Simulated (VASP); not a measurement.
Crystal: ReS.

```xyz
2
Lattice="0.0000 2.4284 2.4284 2.4284 0.0000 2.4284 2.4284 2.4284 0.0000" Properties=species:S:1:pos:R:3 pbc="T T T"
Re    0.0000    0.0000    0.0000
S     2.4284    2.4284    2.4284
```

Base run:

| Property | Result |
| --- | --- |
| Program | VASP 6.6.1 |
| Functional | PBE |
| Potentials or basis | VASP PAW PBE potentials, release 64 (Re_sv_GW, S) |
| Cutoff | 500 eV |
| k mesh | 14 × 14 × 14 |
| Occupations | gaussian, width 0.1 eV |
| Spin | collinear spin, ferromagnetic start |
| Starting moments | [3.5, 0.0] μB |

Its results: pressure 7.7 GPa; net moment -0.01 μB per cell.

Question: The run is repeated on the same cell with these changes: potentials or basis from VASP PAW PBE potentials, release 64 (Re_sv_GW, S) to VASP PAW PBE potentials, release 64 (Re, S); cutoff from 500 eV to 520 eV; further incar settings from ALGO = Normal; EDIFF = 1e-06; NBANDS = 22 to ALGO = Normal; EDIFF = 1e-07; NBANDS = 18; valence electrons from 21 to 13. What comes out?

Answer: Pressure 10.5 GPa; net moment -0.01 μB per cell.
